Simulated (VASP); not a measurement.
# SnSe (Fm-3m) in VASP: a series of runs

SnSe is run at these levels: LDA; tasks: single point, relaxation of cell and atoms.

All numbers are computed with VASP 6.6.1; they aren't measurements. Logs are shortened: lines on timing, memory, paths and dates and some standing lists are left out, and cuts for length are marked.

### 1 The cell of the first run

Symmetry: Fm-3m, No. 225, cubic system. Conventional cell: a = 5.888 Å, b = 5.888 Å, c = 5.888 Å, α = 90.00°, β = 90.00°, γ = 90.00°. Within 3.9 Å of Sn (site symmetry m-3m) lie 6 Se at 2.94 Å. Se (site symmetry m-3m) has 6 Sn at 2.94 Å within 3.9 Å.

### 2 Single point, LDA

The input, INCAR:

```
ALGO     = Normal         # electronic algorithm
EDIFF    = 1E-6           # SCF threshold, eV
ENCUT    = 500            # plane-wave cutoff, eV
GGA_COMPAT= F            
ISIF     = 2              # what is computed and relaxed
ISMEAR   = 0              # smearing method
LASPH    = T              # aspherical terms in the spheres
LCHARG   = F              # write CHGCAR
LREAL    = F              # projectors in reciprocal space
LWAVE    = F              # write WAVECAR
NBANDS   = 17             # bands
NELM     = 120            # most SCF steps
PREC     = Accurate       # precision mode
SIGMA    = 0.02           # smearing width, eV
```

The input, KPOINTS:

```
k-points
0
Gamma
  5 5 5
```

The input, POSCAR:

```
SnSe
1.0
    0.0000000000      2.9438690755      2.9438690755
    2.9438690755      0.0000000000      2.9438690755
    2.9438690755      2.9438690755      0.0000000000
Sn Se
1 1
Direct
    0.0000000000      0.0000000000      0.0000000000
    0.5000000000      0.5000000000      0.5000000000
```

Potentials or basis: VASP PAW LDA potentials, release 64 (Sn_d, Se).

Started as:

```
cat potpaw_LDA.64/Sn_d/POTCAR potpaw_LDA.64/Se/POTCAR > POTCAR
mpirun -np 1 vasp_std > vasp.out
```

OUTCAR:

```text
EDIFF = 1E-6
   ENCUT = 500
   ISIF = 2
   ISMEAR = 0
   LASPH = T
   LREAL = F
   NELM = 120
   PREC = Accurate

 ion  position               nearest neighbor table
   1  0.000  0.000  0.000-   2 2.94   2 2.94   2 2.94   2 2.94   2 2.94   2 2.94
   2  0.500  0.500  0.500-   1 2.94   1 2.94   1 2.94   1 2.94   1 2.94   1 2.94

  LATTYP: Found a face centered cubic cell.
 ALAT       =     5.8877381510

  Lattice vectors:

 A1 = (   0.0000000000,   2.9438690755,   2.9438690755)
 A2 = (   2.9438690755,   0.0000000000,   2.9438690755)
 A3 = (   2.9438690755,   2.9438690755,   0.0000000000)

Analysis of symmetry for initial positions (statically):
=====================================================================
 Subroutine PRICEL returns:
 Original cell was already a primitive cell.

 Routine SETGRP: Setting up the symmetry group for a
 face centered cubic supercell.

 Subroutine GETGRP returns: Found 48 space group operations
 (whereof 48 operations were pure point group operations)
 out of a pool of 48 trial point group operations.

The static configuration has the point symmetry O_h .

Analysis of symmetry for dynamics (positions and initial velocities):
=====================================================================
 Subroutine PRICEL returns:
 Original cell was already a primitive cell.

 Routine SETGRP: Setting up the symmetry group for a
 face centered cubic supercell.

 Subroutine GETGRP returns: Found 48 space group operations
 (whereof 48 operations were pure point group operations)
 out of a pool of 48 trial point group operations.

The dynamic configuration has the point symmetry O_h .

 Subroutine INISYM returns: Found 48 space group operations
 (whereof 48 operations are pure point group operations),
 and found     1 'primitive' translations

----------------------------------------------------------------------------------------

                                     Primitive cell

  volume of cell :      51.0253

  direct lattice vectors                    reciprocal lattice vectors
     0.000000000  2.943869075  2.943869075    -0.169844510  0.169844510  0.169844510
     2.943869075  0.000000000  2.943869075     0.169844510 -0.169844510  0.169844510
     2.943869075  2.943869075  0.000000000     0.169844510  0.169844510 -0.169844510

  length of vectors
     4.163259572  4.163259572  4.163259572     0.294179320  0.294179320  0.294179320

  position of ions in fractional coordinates (direct lattice)
     0.000000000  0.000000000  0.000000000
     0.500000000  0.500000000  0.500000000

  ion indices of the primitive-cell ions
   primitive index   ion index
                 1           1
                 2           2

----------------------------------------------------------------------------------------

 KPOINTS: k-points

Automatic generation of k-mesh.
 Grid dimensions read from file:
 generate k-points for:    5    5    5

 Generating k-lattice:

  Cartesian coordinates                     Fractional coordinates (reciprocal lattice)
    -0.033968902  0.033968902  0.033968902     0.200000000  0.000000000  0.000000000
     0.033968902 -0.033968902  0.033968902     0.000000000  0.200000000  0.000000000
     0.033968902  0.033968902 -0.033968902     0.000000000  0.000000000  0.200000000

  Length of vectors
     0.058835864  0.058835864  0.058835864

  Shift w.r.t. Gamma in fractional coordinates (k-lattice)
     0.000000000  0.000000000  0.000000000

 Subroutine IBZKPT returns following result:
 ===========================================

 Found     10 irreducible k-points:

 Following reciprocal coordinates:
            Coordinates               Weight
  0.000000  0.000000  0.000000      1.000000
  0.200000  0.000000  0.000000      8.000000
  0.400000  0.000000  0.000000      8.000000
  0.200000  0.200000  0.000000      6.000000
  0.400000  0.200000  0.000000     24.000000
 -0.400000  0.200000  0.000000     24.000000
 -0.200000  0.200000  0.000000     12.000000
  0.400000  0.400000  0.000000      6.000000
 -0.400000  0.400000  0.000000     12.000000
 -0.400000  0.400000  0.200000     24.000000
   k-points           NKPTS =     10   k-points in BZ     NKDIM =     10   number of bands    NBANDS=     17
   number of dos      NEDOS =    301   number of ions     NIONS =      2
   total plane-waves  NPLWV =  27000
   dimension x,y,z NGX =    30 NGY =   30 NGZ =   30
   dimension x,y,z NGXF=    60 NGYF=   60 NGZF=   60
   ions per type =               1   1
   NGX,Y,Z   is equivalent  to a cutoff of  11.98, 11.98, 11.98 a.u.
   NGXF,Y,Z  is equivalent  to a cutoff of  23.96, 23.96, 23.96 a.u.
 SYSTEM =  unknown system
   PREC   = accura    normal or accurate (medium, high low for compatibility)
   ISTART =      0    job   : 0-new  1-cont  2-samecut
   ICHARG =      2    charge: 1-file 2-atom 10-const
   ISPIN  =      1    spin polarized calculation?
   LNONCOLLINEAR =      F non collinear calculations
   LSORBIT =      F    spin-orbit coupling
   LASPH  =      T    aspherical Exc in radial PAW
   ENCUT  =  500.0 eV  36.75 Ry    6.06 a.u.   7.59  7.59  7.59*2*pi/ulx,y,z
   NELM   =    120;   NELMIN=  2; NELMDL= -5     # of ELM steps
   EDIFF  = 0.1E-05   stopping-criterion for ELM
   LREAL  =      F    real-space projection
   EDIFFG = 0.1E-04   stopping-criterion for IOM
   NSW    =      0    number of steps for IOM
   IBRION =     -1    ionic relax: 0-MD 1-quasi-New 2-CG
   NFREE  =      0    steps in history (QN), initial steepest desc. (CG)
   ISIF   =      2    stress and relaxation
   ISYM   =      2    0-nonsym 1-usesym 2-fastsym
   POTIM  = 0.5000    time-step for ionic-motion
   TEBEG  =    0.0;   TEEND  =   0.0 temperature during run
   PSTRESS=    0.0 pullay stress
   NELECT =      20.0000    total number of electrons
   NUPDOWN=      -1.0000    fix difference up-down
   EMIN   =  10.00;   EMAX   =-10.00  energy-range for DOS
   EFERMI =   0.00;   METHOD = LEGACY
   ISMEAR =     0;   SIGMA  =   0.02  broadening in eV -4-tet -1-fermi 0-gaus
   EFERMI_NEDOS =   21; number of points for ismear=-14 and -15
   IALGO  =     38    algorithm
   IMIX   =      4    mixing-type and parameters
     AMIX     =   0.40;   BMIX     =  1.00
     AMIX_MAG =   1.60;   BMIX_MAG =  1.00
  volume/ion in A,a.u.               =      25.51       172.17
  Fermi-wavevector in a.u.,A,eV,Ry     =   1.198091  2.264063 19.530091  1.435421
  Thomas-Fermi vector in A             =   2.333989
   LORBIT       =      0    0 simple, 1 ext, 2 COOP (PROOUT), +10 PAW based schemes
   GGA     = CA    functional components
   LHFCALC =     F    Hartree Fock is set to
   AEXX    =    0.0000 exact exchange contribution
   IVDW    =     0    specifies the selected vdW correction
   LEPSILON=     F    determine dielectric tensor
   LRPA    =     F    only Hartree local field effects (RPA)
 non-spin polarized calculation
 Gauss-broadening in eV      SIGMA  =   0.02
  energy-cutoff  :      500.00
  volume of cell :       51.03
 maximum number of plane-waves:      1307
 NGX is ok and might be reduce to    30
   NGX = 15   NGY = 15   NGZ = 15

 number of electron      20.0000013 magnetization

 Free energy of the ion-electron system (eV)
  ---------------------------------------------------
  ext. energy  EPLUGINS =         0.00000000
  ---------------------------------------------------
  free energy    TOTEN  =        -9.53894757 eV

  energy without entropy =       -9.53894757  energy(sigma->0) =       -9.53894757

 E-fermi :   6.3203     XC(G=0): -10.1841

 val. band max:        6.2095536410   @ k =  -0.2000   0.2000   0.0000
 cond. band min:       6.9354439810   @ k =  -0.2000   0.2000   0.0000
 fundamental gap:      0.7258903399
 Fermi energy:         6.3203271376

 k-point     1 :       0.0000    0.0000    0.0000
  band No.  band energies     occupation
      1     -15.3218      2.00000
      2     -15.3218      2.00000
      3     -15.3161      2.00000
      4     -15.3161      2.00000
      5     -15.3161      2.00000
      6      -8.1453      2.00000
[... 9 lines left out ...]
     16      11.9839      0.00000
     17      14.2248      0.00000

 k-point     2 :       0.2000    0.0000    0.0000
  band No.  band energies     occupation
      1     -15.3250      2.00000
      2     -15.3250      2.00000
      3     -15.3150      2.00000
      4     -15.3107      2.00000
      5     -15.3107      2.00000
      6      -7.8384      2.00000
[... 9 lines left out ...]
     16      12.9139      0.00000
     17      16.8993      0.00000

 k-point     3 :       0.4000    0.0000    0.0000
  band No.  band energies     occupation
      1     -15.3312      2.00000
      2     -15.3312      2.00000
      3     -15.3135      2.00000
      4     -15.3011      2.00000
      5     -15.3011      2.00000
      6      -7.1940      2.00000
[... 9 lines left out ...]
     16      15.2848      0.00000
     17      17.5798      0.00000

 k-point     4 :       0.2000    0.2000    0.0000
  band No.  band energies     occupation
      1     -15.3328      2.00000
      2     -15.3192      2.00000
      3     -15.3182      2.00000
      4     -15.3080      2.00000
      5     -15.3080      2.00000
      6      -7.7342      2.00000
[... 9 lines left out ...]
     16      14.4260      0.00000
     17      15.0116      0.00000

 k-point     5 :       0.4000    0.2000    0.0000
  band No.  band energies     occupation
      1     -15.3413      2.00000
      2     -15.3212      2.00000
      3     -15.3172      2.00000
      4     -15.3025      2.00000
      5     -15.2992      2.00000
      6      -7.1853      2.00000
[... 9 lines left out ...]
     16      16.4018      0.00000
     17      17.6434      0.00000

 k-point     6 :      -0.4000    0.2000    0.0000
  band No.  band energies     occupation
      1     -15.3392      2.00000
      2     -15.3270      2.00000
      3     -15.3100      2.00000
      4     -15.3033      2.00000
      5     -15.2992      2.00000
      6      -6.9115      2.00000
[... 9 lines left out ...]
     16      15.2617      0.00000
     17      18.2349      0.00000

 k-point     7 :      -0.2000    0.2000    0.0000
  band No.  band energies     occupation
      1     -15.3293      2.00000
      2     -15.3283      2.00000
      3     -15.3129      2.00000
      4     -15.3074      2.00000
      5     -15.3038      2.00000
      6      -7.4016      2.00000
[... 9 lines left out ...]
     16      15.8060      0.00000
     17      16.1890      0.00000

 k-point     8 :       0.4000    0.4000    0.0000
  band No.  band energies     occupation
      1     -15.3582      2.00000
      2     -15.3244      2.00000
      3     -15.3125      2.00000
      4     -15.2945      2.00000
      5     -15.2945      2.00000
      6      -6.8844      2.00000
[... 9 lines left out ...]
     16      17.9841      0.00000
     17      18.6905      0.00000

 k-point     9 :      -0.4000    0.4000    0.0000
  band No.  band energies     occupation
      1     -15.3560      2.00000
      2     -15.3194      2.00000
      3     -15.3164      2.00000
      4     -15.2964      2.00000
      5     -15.2943      2.00000
      6      -6.7012      2.00000
[... 9 lines left out ...]
     16      16.8417      0.00000
     17      18.6963      0.00000

 k-point    10 :      -0.4000    0.4000    0.2000
  band No.  band energies     occupation
      1     -15.3481      2.00000
      2     -15.3213      2.00000
      3     -15.3137      2.00000
      4     -15.3034      2.00000
      5     -15.2947      2.00000
      6      -6.7889      2.00000
[... 9 lines left out ...]
     16      17.6668      0.00000
     17      17.7004      0.00000

------------------------ aborting loop because EDIFF is reached ----------------------------------------

  FORCE on cell =-STRESS in cart. coord.  units (eV):
  Direction    XX          YY          ZZ          XY          YZ          ZX
  --------------------------------------------------------------------------------------
  -------------------------------------------------------------------------------------
  Total        0.0438609      0.0438609      0.0438609      0.0000000      0.0000000     -0.0000000
  in kB        1.3772189      1.3772189      1.3772189      0.0000000      0.0000000     -0.0000000
  external PRESSURE =       1.3772189 kB  Pullay stress =       0.0000000 kB

 VOLUME and BASIS-vectors are now :
 -----------------------------------------------------------------------------
  energy-cutoff  :      500.00
  volume of cell :       51.03
      direct lattice vectors                 reciprocal lattice vectors
     0.000000000  2.943869075  2.943869075    -0.169844510  0.169844510  0.169844510
     2.943869075  0.000000000  2.943869075     0.169844510 -0.169844510  0.169844510
     2.943869075  2.943869075  0.000000000     0.169844510  0.169844510 -0.169844510

 POSITION                                       TOTAL-FORCE (eV/Angst)
 -----------------------------------------------------------------------------------
      0.00000      0.00000      0.00000         0.000000      0.000000      0.000000
      2.94387      2.94387      2.94387        -0.000000     -0.000000     -0.000000
 -----------------------------------------------------------------------------------
    total drift:                               -0.000000      0.000000      0.000000

  FREE ENERGIE OF THE ION-ELECTRON SYSTEM (eV)
  ---------------------------------------------------
  free  energy   TOTEN  =        -9.5389475721 eV

  energy  without entropy=       -9.5389475721  energy(sigma->0) =       -9.53894757
```

Run time: 12 s. Hardware: 1 thread of AMD EPYC 7R43 (Zen 3), shared host; peak memory 0.11 GiB.

What came out:

* Free energy: -9.5389 eV
* Pressure: 0.1 GPa

Caveat: this odd mesh misses L, so gap, dielectric constants and Born charges aren't listed; spin-orbit coupling is left out, which moves the levels of the heavy elements.

(Continued in part 2 of 2.)
